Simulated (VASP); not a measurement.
Set up this calculation in VASP 6.6.1, as the native input.

| Item | Value |
| --- | --- |
| Task | single point |
| Functional | LDA |
| Potentials or basis | VASP PAW LDA potentials, release 64 (H) |
| Cutoff | 520 eV |
| k mesh | 1 × 1 × 1 |
| Occupations | fermi-dirac, width 0.05 eV |
| Spin | no spin polarisation |
| Dipole correction | no |
| Further INCAR settings | LREAL = Auto; ALGO = Normal; EDIFF = 1e-06; NBANDS = 26 |

The structure of H lies in POSCAR:

```
H
1.0
    6.8864790000      0.0000000000      0.0000000000
    0.0000000000      6.8864790000      0.0000000000
    0.0000000000      0.0000000000      6.8864790000
H
20
Direct
    0.9777129938      0.3859592108      0.9264240841
    0.9119319176      0.3537511695      0.8452650476
    0.3921016822      0.5682439459      0.1894001274
    0.2859806877      0.5293125848      0.2229005563
   -0.1433824165      0.0859945990      0.1397956779
   -0.0291005026      0.0739855592      0.1756630638
    0.4578682372     -0.1242144208     -0.0309301749
    0.4930386051     -0.0227256919      0.0257896670
    0.3721640624      0.9841023257      0.5736893992
    0.4695142467      1.0084108294      0.5293706697
    0.1661371508      0.7535200499      0.8625307650
    0.2380606984      0.6989203046      0.7996684518
    0.4576068554      0.3499030491     -0.0371888159
    0.5303435907      0.2582451787     -0.0450593112
    0.8361602497      0.8120260005      0.4073779939
    0.9079531064      0.7743434635      0.4904102663
    0.2536274343      0.3025784294      0.6682369902
    0.2853853181      0.3310545200      0.5728036054
    0.5280637609      0.5839994575      0.6137969781
    0.5884574686      0.6567216716      0.6626172824
```

These files were run (other wordings do the same):

INCAR

```
SYSTEM = H
  PREC = Accurate
  ENCUT = 520
  EDIFF = 1E-6
  ISMEAR = -1
  SIGMA = 0.05
  LREAL = Auto
  LASPH = .TRUE.
  NELM = 80
  ALGO = Normal
  ISIF = 2
  LWAVE = .FALSE.
  LCHARG = .TRUE.
  GGA = CA
  LELF = .TRUE.
  LVHAR = .TRUE.
  NBANDS = 26
```

KPOINTS

```
regular mesh
0
G
  1 1 1
  0 0 0
```

Potentials or basis: VASP PAW LDA potentials, release 64 (H).

Command:

```sh
$ cat potpaw_LDA.64/H/POTCAR > POTCAR
$ mpirun -np 1 vasp_gam > vasp.out
```

It gave:

```json
{"Pressure": "-0.6 GPa", "Largest force": "1.807 eV/Å", "Band gap on the k mesh": "8.00 eV"}
```

Caveat: the k points lie up to 0.91 Å⁻¹ apart.

Wall time 14 s on 1 thread of Intel(R) Xeon(R) Platinum 8375C CPU @ 2.90GHz (Ice Lake), on a shared host, peak memory 0.25 GiB.
